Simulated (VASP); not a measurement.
Runs of VASP 6.6.1 on C4F. The structure is that of space group Im-3m (No. 229), or close to it. The cells are those of the table. 

| task | cell | k mesh | cutoff (eV) | gap on the mesh (eV) | pressure (GPa) | relaxed volume (Å³/atom) |
| --- | --- | --- | --- | --- | --- | --- |
| relaxation of cell and atoms | relaxed from a = 4.479 Å, angles 109.5°, 5 atoms | 6 × 6 × 6 | 600 | none | 0.0 | 9.51 |
| single point | a = 4.479 Å, angles 109.5°, 5 atoms | 6 × 6 × 6 | 520 | none | -20.6 | - |
| relaxation of cell and atoms | relaxed from a = 3.954 Å, angles 109.5°, 5 atoms | 12 × 12 × 12 | 600 | none | 0.0 | 9.50 |
| single point | a = 3.954 Å, angles 109.5°, 5 atoms | 6 × 6 × 6 | 520 | none | (a) | - |

Alike in all rows: level PBE+D3(BJ); potentials or basis VASP PAW PBE potentials, release 64 (C, F); no spin polarisation; smearing gaussian 0.1 eV.

Problem. Estimate the missing entries.

Solution. (a) -0.1.

Caveats: an odd number of electrons without spin polarisation forces a metal; a magnetic or distorted state may lie lower; pairwise dispersion overbinds metals, which lowers pressure and volume; the volume moved by over 15 % at a fixed basis, so the end points are rough (some runs).

A gap of «none» marks levels without a gap at the run's occupations.
